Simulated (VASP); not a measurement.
# Cu in VASP: notebook

Runs on Cu. Level: PBEsol. Tasks: single point.

Everything below comes from runs of VASP 6.6.1. Logs are shortened: lines on timing, memory, paths and dates and some standing lists are left out, and cuts for length are marked.

## Step 1: The cell of the first run

The cell holds a slab with vacuum, 6 atoms: a = 2.504 Å, b = 2.504 Å, c = 24.576 Å, α = 90.00°, β = 90.00°, γ = 120.00°.

## Step 2: Single point, PBEsol

Contents of INCAR:

```
SYSTEM = Cu
  PREC = Accurate
  ENCUT = 520
  EDIFF = 1E-6
  ISMEAR = 0
  SIGMA = 0.1
  LREAL = .False.
  LASPH = .True.
  NELM = 60
  ALGO = Normal
  ISIF = 2
  LWAVE = .False.
  LCHARG = .False.
  GGA = PS
  NBANDS = 42
```

Contents of KPOINTS:

```
regular mesh
0
Gamma
  9 9 1
  0 0 0
```

Contents of POSCAR:

```
Cu
1.0
    2.5036582226      0.0000000000      0.0000000000
   -1.2518291113      2.1682316232      0.0000000000
    0.0000000000      0.0000000000     24.5755892700
Cu
6
Direct
    0.0000000000      0.0000000000      0.3737644500
    0.6666666700      0.3333333300      0.2896144200
    0.3333333300      0.6666666700      0.4579908600
    0.0000000000      0.0000000000      0.6262355500
    0.6666666700      0.3333333300      0.5420091400
    0.3333333300      0.6666666700      0.7103855800
```

Potentials or basis: VASP PAW PBE potentials, release 64 (Cu).

Run with:

```sh
$ cat potpaw_PBE.64/Cu/POTCAR > POTCAR
$ mpirun -np 1 vasp_std > vasp.out
```

OUTCAR:

```text
SYSTEM = Cu
   PREC = Accurate
   ENCUT = 520
   EDIFF = 1E-6
   ISMEAR = 0
   LREAL = .False.
   LASPH = .True.
   NELM = 60
   ISIF = 2
   GGA = PS

 ion  position               nearest neighbor table
   1  0.000  0.000  0.374-   2 2.52   2 2.52   2 2.52   3 2.52   3 2.52   3 2.52
   2  0.667  0.333  0.290-   1 2.52   1 2.52   1 2.52
   3  0.333  0.667  0.458-   5 2.52   5 2.52   5 2.52   1 2.52   1 2.52   1 2.52
   4  0.000  0.000  0.626-   6 2.52   6 2.52   6 2.52   5 2.52   5 2.52   5 2.52
   5  0.667  0.333  0.542-   3 2.52   3 2.52   3 2.52   4 2.52   4 2.52   4 2.52
   6  0.333  0.667  0.710-   4 2.52   4 2.52   4 2.52

  LATTYP: Found a hexagonal cell.
 ALAT       =     2.5036582226
 C/A-ratio  =     9.8158722497

  Lattice vectors:

 A1 = (   2.5036582226,   0.0000000000,   0.0000000000)
 A2 = (  -1.2518291113,   2.1682316232,   0.0000000000)
 A3 = (   0.0000000000,   0.0000000000,  24.5755892700)

Analysis of symmetry for initial positions (statically):
=====================================================================
 Subroutine PRICEL returns:
 Original cell was already a primitive cell.

 Routine SETGRP: Setting up the symmetry group for a
 hexagonal supercell.

 Subroutine GETGRP returns: Found 12 space group operations
 (whereof 12 operations were pure point group operations)
 out of a pool of 24 trial point group operations.

The static configuration has the point symmetry D_3d.

Analysis of symmetry for dynamics (positions and initial velocities):
=====================================================================
 Subroutine PRICEL returns:
 Original cell was already a primitive cell.

 Routine SETGRP: Setting up the symmetry group for a
 hexagonal supercell.

 Subroutine GETGRP returns: Found 12 space group operations
 (whereof 12 operations were pure point group operations)
 out of a pool of 24 trial point group operations.

The dynamic configuration has the point symmetry D_3d.

 Subroutine INISYM returns: Found 12 space group operations
 (whereof 12 operations are pure point group operations),
 and found     1 'primitive' translations

----------------------------------------------------------------------------------------

                                     Primitive cell

  volume of cell :     133.4089

  direct lattice vectors                    reciprocal lattice vectors
     2.503658223  0.000000000  0.000000000     0.399415540  0.230602669  0.000000000
    -1.251829111  2.168231623  0.000000000     0.000000000  0.461205339  0.000000000
     0.000000000  0.000000000 24.575589270     0.000000000  0.000000000  0.040690784

  length of vectors
     2.503658223  2.503658223 24.575589270     0.461205339  0.461205339  0.040690784

  position of ions in fractional coordinates (direct lattice)
     0.000000000  0.000000000  0.373764450
     0.666666670  0.333333330  0.289614420
     0.333333330  0.666666670  0.457990860
     0.000000000  0.000000000  0.626235550
     0.666666670  0.333333330  0.542009140
     0.333333330  0.666666670  0.710385580

  ion indices of the primitive-cell ions
   primitive index   ion index
                 1           1
                 2           2
                 3           3
                 4           4
                 5           5
                 6           6

----------------------------------------------------------------------------------------

 KPOINTS: regular mesh

Automatic generation of k-mesh.
 Grid dimensions read from file:
 generate k-points for:    9    9    1

 Generating k-lattice:

  Cartesian coordinates                     Fractional coordinates (reciprocal lattice)
     0.044379504  0.025622519  0.000000000     0.111111111  0.000000000  0.000000000
     0.000000000  0.051245038  0.000000000     0.000000000  0.111111111  0.000000000
     0.000000000  0.000000000  0.040690784     0.000000000  0.000000000  1.000000000

  Length of vectors
     0.051245038  0.051245038  0.040690784

  Shift w.r.t. Gamma in fractional coordinates (k-lattice)
     0.000000000  0.000000000  0.000000000

 Subroutine IBZKPT returns following result:
 ===========================================

 Found     12 irreducible k-points:

 Following reciprocal coordinates:
            Coordinates               Weight
  0.000000  0.000000  0.000000      1.000000
  0.111111  0.000000  0.000000      6.000000
  0.222222  0.000000  0.000000      6.000000
  0.333333 -0.000000  0.000000      6.000000
  0.444444  0.000000  0.000000      6.000000
  0.111111  0.111111  0.000000      6.000000
  0.222222  0.111111  0.000000     12.000000
  0.333333  0.111111  0.000000     12.000000
  0.444444  0.111111  0.000000      6.000000
  0.222222  0.222222  0.000000      6.000000
  0.333333  0.222222  0.000000     12.000000
  0.333333  0.333333  0.000000      2.000000
   k-points           NKPTS =     12   k-points in BZ     NKDIM =     12   number of bands    NBANDS=     42
   number of dos      NEDOS =    301   number of ions     NIONS =      6
   total plane-waves  NPLWV =  76800
   dimension x,y,z NGX =    20 NGY =   20 NGZ =  192
   dimension x,y,z NGXF=    40 NGYF=   40 NGZF=  384
   ions per type =               6
   NGX,Y,Z   is equivalent  to a cutoff of  13.28, 13.28, 12.99 a.u.
   NGXF,Y,Z  is equivalent  to a cutoff of  26.56, 26.56, 25.98 a.u.
 SYSTEM =  Cu
   PREC   = accura    normal or accurate (medium, high low for compatibility)
   ISTART =      0    job   : 0-new  1-cont  2-samecut
   ICHARG =      2    charge: 1-file 2-atom 10-const
   ISPIN  =      1    spin polarized calculation?
   LNONCOLLINEAR =      F non collinear calculations
   LSORBIT =      F    spin-orbit coupling
   LASPH  =      T    aspherical Exc in radial PAW
   ENCUT  =  520.0 eV  38.22 Ry    6.18 a.u.   4.66  4.66 45.69*2*pi/ulx,y,z
   NELM   =     60;   NELMIN=  2; NELMDL= -5     # of ELM steps
   EDIFF  = 0.1E-05   stopping-criterion for ELM
   LREAL  =      F    real-space projection
   EDIFFG = 0.1E-04   stopping-criterion for IOM
   NSW    =      0    number of steps for IOM
   IBRION =     -1    ionic relax: 0-MD 1-quasi-New 2-CG
   NFREE  =      0    steps in history (QN), initial steepest desc. (CG)
   ISIF   =      2    stress and relaxation
   ISYM   =      2    0-nonsym 1-usesym 2-fastsym
   POTIM  = 0.5000    time-step for ionic-motion
   TEBEG  =    0.0;   TEEND  =   0.0 temperature during run
   PSTRESS=    0.0 pullay stress
   NELECT =      66.0000    total number of electrons
   NUPDOWN=      -1.0000    fix difference up-down
   EMIN   =  10.00;   EMAX   =-10.00  energy-range for DOS
   EFERMI =   0.00;   METHOD = LEGACY
   ISMEAR =     0;   SIGMA  =   0.10  broadening in eV -4-tet -1-fermi 0-gaus
   EFERMI_NEDOS =   21; number of points for ismear=-14 and -15
   IALGO  =     38    algorithm
   IMIX   =      4    mixing-type and parameters
     AMIX     =   0.40;   BMIX     =  1.00
     AMIX_MAG =   1.60;   BMIX_MAG =  1.00
  volume/ion in A,a.u.               =      22.23       150.05
  Fermi-wavevector in a.u.,A,eV,Ry     =   1.294776  2.446772 22.809412  1.676445
  Thomas-Fermi vector in A             =   2.426337
   LORBIT       =      0    0 simple, 1 ext, 2 COOP (PROOUT), +10 PAW based schemes
   GGA     = PS    functional components
   LHFCALC =     F    Hartree Fock is set to
   AEXX    =    0.0000 exact exchange contribution
   IVDW    =     0    specifies the selected vdW correction
   LEPSILON=     F    determine dielectric tensor
   LRPA    =     F    only Hartree local field effects (RPA)
 non-spin polarized calculation
 Gauss-broadening in eV      SIGMA  =   0.10
  energy-cutoff  :      520.00
  volume of cell :      133.41
 maximum number of plane-waves:      3631
 NGX is ok and might be reduce to    20
   NGX =  9   NGY =  9   NGZ = 91

 number of electron      66.0000023 magnetization

 Free energy of the ion-electron system (eV)
  ---------------------------------------------------
  ext. energy  EPLUGINS =         0.00000000
  ---------------------------------------------------
  free energy    TOTEN  =       -24.83726870 eV

  energy without entropy =      -24.83164872  energy(sigma->0) =      -24.83445871

 E-fermi :   1.5747     XC(G=0):  -7.4140

 val. band max:        1.4746370804   @ k =   0.1111   0.0000   0.0000
 cond. band min:       1.5904320879   @ k =   0.4444   0.0000   0.0000
 fundamental gap:      0.1157950075
 Fermi energy:         1.5747094649

 k-point     1 :       0.0000    0.0000    0.0000
  band No.  band energies     occupation
      1      -7.9745      2.00000
      2      -7.2628      2.00000
      3      -6.2391      2.00000
      4      -5.0496      2.00000
      5      -4.0946      2.00000
      6      -3.8187      2.00000
[... 34 lines left out ...]
     41       7.5526      0.00000
     42       9.5780      0.00000

 k-point     2 :       0.1111    0.0000    0.0000
  band No.  band energies     occupation
      1      -7.5623      2.00000
      2      -6.8608      2.00000
      3      -5.8550      2.00000
      4      -4.6933      2.00000
      5      -3.7768      2.00000
      6      -3.5455      2.00000
[... 34 lines left out ...]
     41       7.9131      0.00000
     42       9.9577      0.00000

 k-point     3 :       0.2222    0.0000    0.0000
  band No.  band energies     occupation
      1      -6.3892      2.00000
      2      -5.7370      2.00000
      3      -4.8266      2.00000
      4      -3.8270      2.00000
      5      -3.0835      2.00000
      6      -2.9378      2.00000
[... 34 lines left out ...]
     41       8.9975      0.00000
     42      11.0823      0.00000

 k-point     4 :       0.3333   -0.0000    0.0000
  band No.  band energies     occupation
      1      -4.7698      2.00000
      2      -4.3107      2.00000
      3      -3.7814      2.00000
      4      -3.3002      2.00000
      5      -2.8866      2.00000
      6      -2.7970      2.00000
[... 34 lines left out ...]
     41      10.0326      0.00000
     42      10.6532      0.00000

 k-point     5 :       0.4444    0.0000    0.0000
  band No.  band energies     occupation
      1      -3.7531      2.00000
      2      -3.5454      2.00000
      3      -3.4350      2.00000
      4      -3.2513      2.00000
      5      -3.0208      2.00000
      6      -2.8911      2.00000
[... 34 lines left out ...]
     41       9.3222      0.00000
     42       9.8414      0.00000

 k-point     6 :       0.1111    0.1111    0.0000
  band No.  band energies     occupation
      1      -6.7662      2.00000
      2      -6.0928      2.00000
      3      -5.1394      2.00000
      4      -4.0630      2.00000
      5      -3.2414      2.00000
      6      -3.0820      2.00000
[... 34 lines left out ...]
     41       8.6379      0.00000
     42      10.7148      0.00000

 k-point     7 :       0.2222    0.1111    0.0000
  band No.  band energies     occupation
      1      -5.3281      2.00000
      2      -4.7607      2.00000
      3      -4.0204      2.00000
      4      -3.2917      2.00000
      5      -2.7948      2.00000
      6      -2.6124      2.00000
[... 34 lines left out ...]
     41      10.0683      0.00000
     42      11.4782      0.00000

 k-point     8 :       0.3333    0.1111    0.0000
  band No.  band energies     occupation
      1      -3.8720      2.00000
      2      -3.5953      2.00000
      3      -3.3858      2.00000
      4      -3.1157      2.00000
      5      -2.8529      2.00000
      6      -2.7827      2.00000
[... 34 lines left out ...]
     41      10.1550      0.00000
     42      10.5368      0.00000

 k-point     9 :       0.4444    0.1111    0.0000
  band No.  band energies     occupation
      1      -3.4860      2.00000
      2      -3.3786      2.00000
      3      -3.1469      2.00000
      4      -3.1169      2.00000
      5      -2.9532      2.00000
      6      -2.7676      2.00000
[... 34 lines left out ...]
     41       9.4769      0.00000
     42       9.9579      0.00000

 k-point    10 :       0.2222    0.2222    0.0000
  band No.  band energies     occupation
      1      -3.9065      2.00000
      2      -3.5724      2.00000
      3      -3.2104      2.00000
      4      -2.8990      2.00000
      5      -2.8016      2.00000
      6      -2.4967      2.00000
[... 34 lines left out ...]
     41      10.4873      0.00000
     42      10.9021      0.00000

 k-point    11 :       0.3333    0.2222    0.0000
  band No.  band energies     occupation
      1      -3.0811      2.00000
      2      -3.0222      2.00000
      3      -2.8586      2.00000
      4      -2.7740      2.00000
      5      -2.6804      2.00000
      6      -2.5850      2.00000
[... 34 lines left out ...]
     41       9.1554      0.00000
     42       9.7472      0.00000

 k-point    12 :       0.3333    0.3333    0.0000
  band No.  band energies     occupation
      1      -2.6424      2.00000
      2      -2.6424      2.00000
      3      -2.6116      2.00000
      4      -2.5351      2.00000
      5      -2.5347      2.00000
      6      -2.5347      2.00000
[... 34 lines left out ...]
     41       8.2242      0.00000
     42       8.2242      0.00000

------------------------ aborting loop because EDIFF is reached ----------------------------------------

  FORCE on cell =-STRESS in cart. coord.  units (eV):
  Direction    XX          YY          ZZ          XY          YZ          ZX
  --------------------------------------------------------------------------------------
  -------------------------------------------------------------------------------------
  Total       -0.3582048     -0.3582048     -0.2941798      0.0000000      0.0000000      0.0000000
  in kB       -4.3018710     -4.3018710     -3.5329604      0.0000000      0.0000000      0.0000000
  external PRESSURE =      -4.0455674 kB  Pullay stress =       0.0000000 kB

 VOLUME and BASIS-vectors are now :
 -----------------------------------------------------------------------------
  energy-cutoff  :      520.00
  volume of cell :      133.41
      direct lattice vectors                 reciprocal lattice vectors
     2.503658223  0.000000000  0.000000000     0.399415540  0.230602669  0.000000000
    -1.251829111  2.168231623  0.000000000     0.000000000  0.461205339  0.000000000
     0.000000000  0.000000000 24.575589270     0.000000000  0.000000000  0.040690784

 POSITION                                       TOTAL-FORCE (eV/Angst)
 -----------------------------------------------------------------------------------
      0.00000      0.00000      9.18548        -0.000000      0.000000     -0.116013
      1.25183      0.72274      7.11745         0.000000      0.000000      0.098759
     -0.00000      1.44549     11.25540        -0.000000      0.000000     -0.026104
      0.00000      0.00000     15.39011         0.000000      0.000000      0.116013
      1.25183      0.72274     13.32019         0.000000      0.000000      0.026104
     -0.00000      1.44549     17.45814         0.000000      0.000000     -0.098759
 -----------------------------------------------------------------------------------
    total drift:                                0.000000      0.000000      0.000000

  FREE ENERGIE OF THE ION-ELECTRON SYSTEM (eV)
  ---------------------------------------------------
  free  energy   TOTEN  =       -24.8372686967 eV

  energy  without entropy=      -24.8316487192  energy(sigma->0) =      -24.83445871
```

Run time: 55 s. Hardware: 1 thread of Intel Xeon 6975P-C (Granite Rapids), shared host; peak memory 0.27 GiB.

Results:

- Free energy: -24.8373 eV
- Largest force: 0.116 eV/Å
- Band gap on the k mesh: zero (bands 33 and 34 overlap by 5.13 eV)

Forces on the atoms (eV/Å):
```
Cu   0.000  0.000 -0.116
Cu   0.000  0.000  0.099
Cu   0.000  0.000 -0.026
Cu   0.000  0.000  0.116
Cu   0.000  0.000  0.026
Cu   0.000  0.000 -0.099
```

Levels at points of the mesh, in eV from the Fermi level:
```tsv
k point	band 30	band 31	band 32	band 33	band 34	band 35	band 36	band 37
(0.00, 0.00, 0.00)	-1.85	-1.85	-1.59	-1.59	-1.56	-1.56	-0.89	-0.46
```

Caveat: the PAW data sets were made with another functional, which shifts forces and pressure a little.

## Step 3: Single point, PBEsol

This run uses another cell than the first one.

Changes to INCAR since step 2:

```diff
@@ -8,4 +8,4 @@
   LASPH = .True.
-  NELM = 60
-  ALGO = Normal
+  NELM = 100
+  ALGO = Fast
   ISIF = 2
```

Contents of KPOINTS:

```
regular mesh
0
Gamma
  18 18 2
  0 0 0
```

Contents of POSCAR:

```
Cu
1.0
    2.4947009245      0.0000000000      0.0000000000
   -1.2473504623      2.1604743755      0.0000000000
    0.0000000000      0.0000000000     24.5693446363
Cu
6
Direct
    0.0000000000      0.0000000000      0.3738258887
    0.6666666667      0.3333333333      0.2899957922
    0.3333333333      0.6666666667      0.4579260317
    0.0000000000      0.0000000000      0.6261741113
    0.6666666667      0.3333333333      0.5420739683
    0.3333333333      0.6666666667      0.7100042078
```

Potentials or basis: VASP PAW PBE potentials, release 64 (Cu).

Run with:

```sh
$ cat potpaw_PBE.64/Cu/POTCAR > POTCAR
$ mpirun -np 1 vasp_std > vasp.out
```

Wall time 5.2 min (1 thread of Intel Xeon 6975P-C (Granite Rapids), shared host); peak memory 0.44 GiB.

Results (log left out):

```
Free energy            : -24.7647 eV
Largest force          : 0.025 eV/Å
Band gap on the k mesh : zero (bands 33 and 34 overlap by 5.27 eV)
```

Forces on the atoms (eV/Å):
```
Cu   0.000  0.000 -0.002
Cu   0.000  0.000 -0.025
Cu   0.000  0.000 -0.001
Cu   0.000  0.000  0.002
Cu   0.000  0.000  0.001
Cu   0.000  0.000  0.025
```

Levels at points of the mesh, in eV from the Fermi level:
| k point | band 30 | band 31 | band 32 | band 33 | band 34 | band 35 | band 36 | band 37 | band 38 | band 39 |
| --- | --- | --- | --- | --- | --- | --- | --- | --- | --- | --- |
| (0.00, 0.00, 0.00) | -1.87 | -1.87 | -1.68 | -1.68 | -1.62 | -1.62 | -0.97 | -0.53 | 4.43 | 4.61 |
| (0.50, 0.00, 0.00) | -1.32 | -0.55 | 0.28 | 0.92 | 1.29 | 1.53 | 1.56 | 4.40 | 5.07 | 5.80 |
| (0.00, 0.00, 0.50) | -1.87 | -1.87 | -1.68 | -1.68 | -1.62 | -1.62 | -0.97 | -0.53 | 4.34 | 4.86 |
| (0.50, 0.00, 0.50) | -1.32 | -0.55 | 0.28 | 0.92 | 1.29 | 1.53 | 1.56 | 4.40 | 5.07 | 5.80 |

Caveat: the PAW data sets were made with another functional, which shifts forces and pressure a little.
